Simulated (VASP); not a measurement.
# AlIn2Sb3 (P-6m2) in VASP: a series of runs, part 2 of 3

VASP 6.6.1.

## Step 3: Single point, PBE

This run uses another cell than the first one, of 26.73 Å³/atom.

INCAR reads:

```
PREC = Accurate ; ENCUT = 520
EDIFF = 1E-6 ; ISMEAR = 0
SIGMA = 0.1 ; LREAL = False
LASPH = True ; NELM = 60
ALGO = Normal ; ISIF = 2
LWAVE = False ; LCHARG = True
GGA = PE ; LELF = True
LVHAR = True ; NBANDS = 31
```

KPOINTS reads:

```
Automatic mesh
0
Gamma
  6 6 2
```

POSCAR reads:

```
AlIn2Sb3
1.0
    5.3076941800     -0.0000000034      0.0000000000
   -2.6538470871      4.5965979971      0.0000000000
    0.0000000000      0.0000000000      6.5735019854
Al In Sb
1 2 3
Direct
    0.0000000000      0.0000000000      0.0000000000
    0.6666666667      0.3333333333      0.2504740340
    0.6666666667      0.3333333333      0.7495259660
    0.0000000000      0.0000000000      0.5000000000
    0.3333333333      0.6666666667      0.0000000000
    0.3333333333      0.6666666667      0.5000000000
```

Potentials or basis: VASP PAW PBE potentials, release 64 (Al, In_d, Sb).

Run with:

```bash
> cat potpaw_PBE.64/Al/POTCAR potpaw_PBE.64/In_d/POTCAR potpaw_PBE.64/Sb/POTCAR > POTCAR
> mpirun -np 1 vasp_std > vasp.out
```

Wall time 54 s (1 thread of Intel Xeon 6975P-C (Granite Rapids), shared host); peak memory 0.29 GiB.

It converged, with:

* Free energy: -20.7086 eV
* Pressure: -0.2 GPa
* Largest force: 0.007 eV/Å
* Band gap on the k mesh: zero (bands 22 and 23 overlap by 2.22 eV)

Forces in eV/Å, atoms in the order of the input:
```
Al   0.000  0.000  0.000
In   0.000  0.000  0.007
In   0.000  0.000 -0.007
Sb   0.000  0.000  0.000
Sb   0.000  0.000  0.000
Sb   0.000  0.000  0.000
```

Stress tensor (GPa, compression positive):
```
-0.33  0.00  0.00
 0.00 -0.33  0.00
 0.00  0.00 -0.06
```

Levels at points of the mesh, in eV from the Fermi level:
| k point | band 18 | band 19 | band 20 | band 21 | band 22 | band 23 | band 24 | band 25 | band 26 | band 27 |
| --- | --- | --- | --- | --- | --- | --- | --- | --- | --- | --- |
| (0.00, 0.00, 0.00) | -2.02 | -1.92 | -1.92 | -0.98 | -0.98 | -0.84 | 0.35 | 0.69 | 1.87 | 1.87 |
| (0.50, 0.00, 0.00) | -3.66 | -1.92 | -1.83 | -1.24 | 1.20 | 1.20 | 1.59 | 2.70 | 3.40 | 3.48 |
| (0.00, 0.00, 0.50) | -2.06 | -1.91 | -1.91 | -1.52 | -1.05 | -1.02 | -1.02 | -0.19 | -0.19 | 2.34 |
| (0.50, 0.00, 0.50) | -3.01 | -0.96 | -0.95 | -0.36 | 0.18 | 1.79 | 2.05 | 2.50 | 2.98 | 3.12 |

Caveat: the k points lie up to 0.48 Å⁻¹ apart, too coarse for converged energies and pressures of a metal; spin-orbit coupling is left out, which moves the levels of the heavy elements.

## Step 4: Single point, PBE

This run uses another cell than the first one, of 26.55 Å³/atom.

INCAR reads:

```
SYSTEM = AlIn2Sb3
PREC     = Accurate       ! precision mode
ENCUT    = 520            ! plane-wave cutoff, eV
EDIFF    = 1E-6           ! SCF threshold, eV
ISMEAR   = 0              ! smearing method
SIGMA    = 0.1            ! smearing width, eV
LREAL    = .False.        ! projectors in reciprocal space
LASPH    = .True.         ! aspherical terms in the spheres
NELM     = 80             ! most SCF steps
ALGO     = Normal         ! electronic algorithm
ISIF     = 2              ! what is computed and relaxed
LWAVE    = .False.        ! write WAVECAR
LCHARG   = .True.         ! write CHGCAR
GGA      = PE             ! functional
LELF     = .True.         ! ELF
LVHAR    = .True.       
NBANDS   = 31             ! bands
```

KPOINTS reads:

```
regular mesh
0
Gamma
  6 6 4
  0 0 0
```

POSCAR reads:

```
AlIn2Sb3
1.0
    5.3660343913      0.0000000000      0.0000000000
   -2.6830171956      4.6471221004      0.0000000000
    0.0000000000      0.0000000000      6.3872735026
Al In Sb
1 2 3
Direct
    0.0000000000      0.0000000000      0.0000000000
    0.6666666667      0.3333333333      0.2460889098
    0.6666666667      0.3333333333      0.7539110902
    0.0000000000      0.0000000000      0.5000000000
    0.3333333333      0.6666666667      0.0000000000
    0.3333333333      0.6666666667      0.5000000000
```

Potentials or basis: VASP PAW PBE potentials, release 64 (Al, In_d, Sb).

Run with:

```bash
> cat potpaw_PBE.64/Al/POTCAR potpaw_PBE.64/In_d/POTCAR potpaw_PBE.64/Sb/POTCAR > POTCAR
> mpirun -np 1 vasp_std > vasp.out
```

OUTCAR:

```text
SYSTEM = AlIn2Sb3
   PREC = Accurate
   ENCUT = 520
   EDIFF = 1E-6
   ISMEAR = 0
   LREAL = .False.
   LASPH = .True.
   NELM = 80
   ISIF = 2
   GGA = PE

 ion  position               nearest neighbor table
   1  0.000  0.000  0.000-   5 3.10   5 3.10   5 3.10   4 3.19   4 3.19   2 3.47   3 3.47   3 3.47
                             2 3.47   3 3.47   2 3.47
   2  0.667  0.333  0.246-   3 3.14   3 3.24   5 3.47   1 3.47   5 3.47   1 3.47   1 3.47   5 3.47
                             6 3.50   4 3.50   6 3.50   4 3.50   4 3.50   6 3.50
   3  0.667  0.333  0.754-   2 3.14   2 3.24   5 3.47   1 3.47   5 3.47   1 3.47   1 3.47   5 3.47
                             6 3.50   4 3.50   6 3.50   4 3.50   4 3.50   6 3.50
   4  0.000  0.000  0.500-   6 3.10   6 3.10   6 3.10   1 3.19   1 3.19   3 3.50   2 3.50   3 3.50
                             2 3.50   3 3.50   2 3.50
   5  0.333  0.667  0.000-   1 3.10   1 3.10   1 3.10   6 3.19   6 3.19   2 3.47   3 3.47   2 3.47
                             3 3.47   3 3.47   2 3.47
   6  0.333  0.667  0.500-   4 3.10   4 3.10   4 3.10   5 3.19   5 3.19   2 3.50   3 3.50   2 3.50
                             3 3.50   2 3.50   3 3.50

  LATTYP: Found a hexagonal cell.
 ALAT       =     5.3660343913
 C/A-ratio  =     1.1903154242

  Lattice vectors:

 A1 = (   5.3660343913,   0.0000000000,   0.0000000000)
 A2 = (  -2.6830171956,   4.6471221004,   0.0000000000)
 A3 = (   0.0000000000,   0.0000000000,   6.3872735026)

Analysis of symmetry for initial positions (statically):
=====================================================================
 Subroutine PRICEL returns:
 Original cell was already a primitive cell.

 Routine SETGRP: Setting up the symmetry group for a
 hexagonal supercell.

 Subroutine GETGRP returns: Found 12 space group operations
 (whereof 12 operations were pure point group operations)
 out of a pool of 24 trial point group operations.

The static configuration has the point symmetry D_3h.

Analysis of symmetry for dynamics (positions and initial velocities):
=====================================================================
 Subroutine PRICEL returns:
 Original cell was already a primitive cell.
[... 137 lines left out ...]
   GGA     = PE    functional components
   LHFCALC =     F    Hartree Fock is set to
   AEXX    =    0.0000 exact exchange contribution
   IVDW    =     0    specifies the selected vdW correction
   LEPSILON=     F    determine dielectric tensor
   LRPA    =     F    only Hartree local field effects (RPA)
 non-spin polarized calculation
 Gauss-broadening in eV      SIGMA  =   0.10
  energy-cutoff  :      520.00
  volume of cell :      159.28
 maximum number of plane-waves:      4314
 NGX is ok and might be reduce to    40
   NGX = 19   NGY = 19   NGZ = 23

 number of electron      43.9999996 magnetization

 Free energy of the ion-electron system (eV)
  ---------------------------------------------------
  ext. energy  EPLUGINS =         0.00000000
  ---------------------------------------------------
  free energy    TOTEN  =       -20.76694379 eV

  energy without entropy =      -20.75174334  energy(sigma->0) =      -20.75934357

 E-fermi :   7.3261     XC(G=0):  -9.9507

 val. band max:        7.3230706278   @ k =   0.3333   0.0000   0.5000
 cond. band min:       7.3732658185   @ k =   0.1667   0.1667   0.0000
 fundamental gap:      0.0501951907
 Fermi energy:         7.3261092203

 k-point     1 :       0.0000    0.0000    0.0000
  band No.  band energies     occupation
      1      -7.3478      2.00000
      2      -7.2040      2.00000
      3      -7.2039      2.00000
      4      -7.1309      2.00000
      5      -7.1309      2.00000
      6      -7.0993      2.00000
[... 703 lines left out ...]
     30      12.7106      0.00000
     31      12.9128      0.00000

------------------------ aborting loop because EDIFF is reached ----------------------------------------

  FORCE on cell =-STRESS in cart. coord.  units (eV):
  Direction    XX          YY          ZZ          XY          YZ          ZX
  --------------------------------------------------------------------------------------
  -------------------------------------------------------------------------------------
  Total       -0.0898885     -0.0898885     -0.2889129     -0.0000000      0.0000000     -0.0000000
  in kB       -0.9041936     -0.9041936     -2.9061926     -0.0000000      0.0000000     -0.0000000
  external PRESSURE =      -1.5715266 kB  Pullay stress =       0.0000000 kB

 VOLUME and BASIS-vectors are now :
 -----------------------------------------------------------------------------
  energy-cutoff  :      520.00
  volume of cell :      159.28
      direct lattice vectors                 reciprocal lattice vectors
     5.366034391  0.000000000  0.000000000     0.186357359  0.107593472  0.000000000
    -2.683017196  4.647122100  0.000000000     0.000000000  0.215186943  0.000000000
     0.000000000  0.000000000  6.387273503     0.000000000  0.000000000  0.156561325

 POSITION                                       TOTAL-FORCE (eV/Angst)
 -----------------------------------------------------------------------------------
      0.00000      0.00000      0.00000         0.000000      0.000000      0.000000
      2.68302      1.54904      1.57184        -0.000000      0.000000      0.002796
      2.68302      1.54904      4.81544        -0.000000      0.000000     -0.002796
      0.00000      0.00000      3.19364         0.000000     -0.000000      0.000000
     -0.00000      3.09808      0.00000         0.000000      0.000000      0.000000
     -0.00000      3.09808      3.19364         0.000000     -0.000000      0.000000
 -----------------------------------------------------------------------------------
    total drift:                               -0.000000      0.000000      0.000000

  FREE ENERGIE OF THE ION-ELECTRON SYSTEM (eV)
  ---------------------------------------------------
  free  energy   TOTEN  =       -20.7669437881 eV

  energy  without entropy=      -20.7517433431  energy(sigma->0) =      -20.75934357
```

OSZICAR:

```text
N       E                     dE             d eps       ncg     rms          rms(c)
DAV:   1     0.344312015786E+03    0.34431E+03   -0.17946E+04  1302   0.141E+03
DAV:   2     0.136450594372E+02   -0.33067E+03   -0.32038E+03  1379   0.360E+02
DAV:   3    -0.193977166932E+02   -0.33043E+02   -0.31720E+02  1631   0.123E+02
DAV:   4    -0.208022440910E+02   -0.14045E+01   -0.13985E+01  1528   0.257E+01
DAV:   5    -0.208732011565E+02   -0.70957E-01   -0.70944E-01  2072   0.585E+00    0.447E+00
DAV:   6    -0.207850690877E+02    0.88132E-01   -0.17279E-01  1723   0.418E+00    0.256E+00
DAV:   7    -0.207687065687E+02    0.16363E-01   -0.72441E-02  1726   0.192E+00    0.443E-01
DAV:   8    -0.207669629973E+02    0.17436E-02   -0.81627E-03  1649   0.819E-01    0.235E-01
DAV:   9    -0.207669557225E+02    0.72747E-05   -0.12133E-03  1677   0.178E-01    0.918E-02
DAV:  10    -0.207669434650E+02    0.12258E-04   -0.10890E-04  1840   0.727E-02    0.503E-02
DAV:  11    -0.207669437881E+02   -0.32307E-06   -0.97325E-06  1456   0.197E-02
   1 F= -.20766944E+02 E0= -.20759344E+02  d E =-.152004E-01
```

stdout:

```text
POSCAR found type information on POSCAR AlInSb
 POSCAR found :  3 types and       6 ions
 scaLAPACK will be used
 LDA part: xc-table for (Slater+PW92), standard interpolation
 POSCAR, INCAR and KPOINTS ok, starting setup
 FFT: planning ... GRIDC
 FFT: planning ... GRID_SOFT
 FFT: planning ... GRID
 WAVECAR not read
 entering main loop
```

It took 53 s on 1 thread of Intel Xeon 6975P-C (Granite Rapids), shared host; peak memory 0.31 GiB.

Results:

```yaml
Free_energy: -20.7669 eV
Pressure: -0.2 GPa
Band_gap_on_the_k_mesh: zero (bands 22 and 23 overlap by 2.34 eV)
```

Forces in eV/Å, atoms in the order of the input:
```
Al   0.000  0.000  0.000
In   0.000  0.000  0.003
In   0.000  0.000 -0.003
Sb   0.000  0.000  0.000
Sb   0.000  0.000  0.000
Sb   0.000  0.000  0.000
```

Levels at points of the mesh, in eV from the Fermi level:
```tsv
k point	band 19	band 20	band 21	band 22	band 23	band 24	band 25	band 26
(0.00, 0.00, 0.00)	-2.15	-2.15	-1.31	-1.03	-1.03	0.14	0.40	1.80
(0.50, 0.00, 0.00)	-1.98	-1.91	-1.50	0.82	1.10	1.16	2.30	3.07
(0.00, 0.00, 0.50)	-2.08	-2.08	-1.75	-1.23	-1.23	-1.11	-0.42	-0.42
(0.50, 0.00, 0.50)	-0.92	-0.90	-0.29	0.23	1.45	1.84	2.45	2.62
```

Caveat: spin-orbit coupling is left out, which moves the levels of the heavy elements.

(Part 2 of 3 ends here.)

The gap in the log of VASP goes by the Fermi energy; the results here count the filled bands.